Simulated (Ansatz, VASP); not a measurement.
MgBe2SO2: VASP beside Ansatz

```
Mg Be S O
1.0
     4.35100    0.00000    0.00000
     0.00000    4.35100    0.00000
     0.00000    0.00000    4.14214
Mg Be S O
1 2 1 2
Cartesian
  2.1755 2.1755 2.0711
  0.0000 2.1755 0.0000
  2.1755 0.0000 0.0000
  2.1755 2.1755 0.0000
  0.0000 2.1755 2.0711
  2.1755 0.0000 2.0711
```

Alike in both runs: functional PBE; k mesh 6 × 6 × 4; occupations gaussian, width 0.1 eV; collinear spin.

Ansatz relaxed the structure, and its values are those at the end. VASP's run is a single point on that final structure, the one shown.

|  | VASP | Ansatz |
| --- | --- | --- |
| version | VASP 6.6.1 | Ansatz 0.2.0 |
| potentials or method | VASP PAW PBE potentials, release 64 (Mg_sv, Be, S, O), cutoff 840 eV | scalar-relativistic, plane waves, PAW |
| valence electrons in the cell | 32 | 32 |

|  | VASP | Ansatz | Ansatz less VASP |
| --- | --- | --- | --- |
| gap on the k mesh at the Fermi level (eV) | none | none | - |
| pressure (GPa) | 0.0 | 0.0 | -0.01 |
| net moment per atom (μB) | 0.00 | 0.00 | 0.000 |

A gap of «none» marks a metal or a gap that the smearing closes. Ansatz's warnings: seeded moment not kept.

The k mesh is coarse, so the values compare programs but aren't converged.
